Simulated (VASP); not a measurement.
## Co: single point with PBE0

Co:

```
CELL_PARAMETERS angstrom
2.47067 0.00000 0.00000
-1.23534 2.13966 0.00000
0.00000 0.00000 4.03602
ATOMIC_POSITIONS crystal
Co 0.33333 0.66667 0.74014
Co 0.66667 0.33333 0.25986
```

* Program: VASP 6.6.1
* Task: single point
* Functional: PBE0
* Potentials or basis: VASP PAW PBE potentials, release 64 (Co)
* Cutoff: 520 eV
* k mesh: 6 × 6 × 4
* Occupations: fermi-dirac, width 0.05 eV
* Spin: collinear spin, ferromagnetic start
* Starting moments: [2.0, 2.0] μB

* Pressure: 8.3 GPa
* Largest force: 0.290 eV/Å
* Net moment: 3.53 μB per cell
* Site moments: Co +1.82 μB
* Valence electrons inside the program's atomic spheres: Co 8.34

Forces in eV/Å, atoms in the order of the input:
```
Co   0.000  0.000  0.290
Co   0.000  0.000 -0.290
```

Stress tensor (GPa, compression positive):
```
 2.99  0.00  0.00
 0.00  2.99  0.00
 0.00  0.00 18.84
```

Levels at points of the mesh, in eV from the Fermi level:
Spin up:
| k point | band 7 | band 8 | band 9 | band 10 | band 11 | band 12 | band 13 | band 14 | band 15 | band 16 |
| --- | --- | --- | --- | --- | --- | --- | --- | --- | --- | --- |
| (0.00, 0.00, 0.00) | -5.42 | -5.09 | -5.09 | -3.88 | -3.88 | -0.93 | 6.70 | 23.54 | 26.61 | 26.61 |
| (0.50, 0.00, 0.00) | -4.79 | -3.99 | -3.46 | -3.17 | 0.98 | 3.53 | 10.43 | 11.60 | 13.53 | 15.31 |
| (0.00, 0.00, 0.50) | -5.53 | -5.53 | -4.63 | -4.63 | -3.98 | -3.98 | 15.47 | 16.65 | 24.20 | 24.44 |
| (0.50, 0.00, 0.50) | -3.89 | -3.67 | -3.44 | -3.26 | 1.66 | 1.86 | 7.74 | 8.18 | 19.76 | 20.20 |
Spin down:
| k point | band 3 | band 4 | band 5 | band 6 | band 7 | band 8 | band 9 | band 10 | band 11 | band 12 |
| --- | --- | --- | --- | --- | --- | --- | --- | --- | --- | --- |
| (0.00, 0.00, 0.00) | -2.63 | -2.46 | -2.46 | -2.28 | -2.28 | -1.63 | 2.08 | 2.08 | 2.92 | 2.92 |
| (0.50, 0.00, 0.00) | -4.22 | -3.43 | -2.29 | -2.03 | -0.88 | 1.21 | 2.72 | 3.19 | 3.92 | 5.19 |
| (0.00, 0.00, 0.50) | -3.49 | -2.93 | -2.93 | -2.85 | -1.86 | -1.86 | 2.11 | 2.11 | 3.04 | 3.04 |
| (0.50, 0.00, 0.50) | -4.64 | -3.09 | -1.26 | -0.90 | -0.67 | 0.56 | 2.25 | 3.02 | 3.10 | 3.59 |

It took 110 min on 1 thread of Intel(R) Xeon(R) Platinum 8488C (Sapphire Rapids) (shared host), peak memory 0.16 GiB.

Caveat: the k points lie up to 0.49 Å⁻¹ apart; the PAW data sets were made with another functional, which shifts forces and pressure a little.
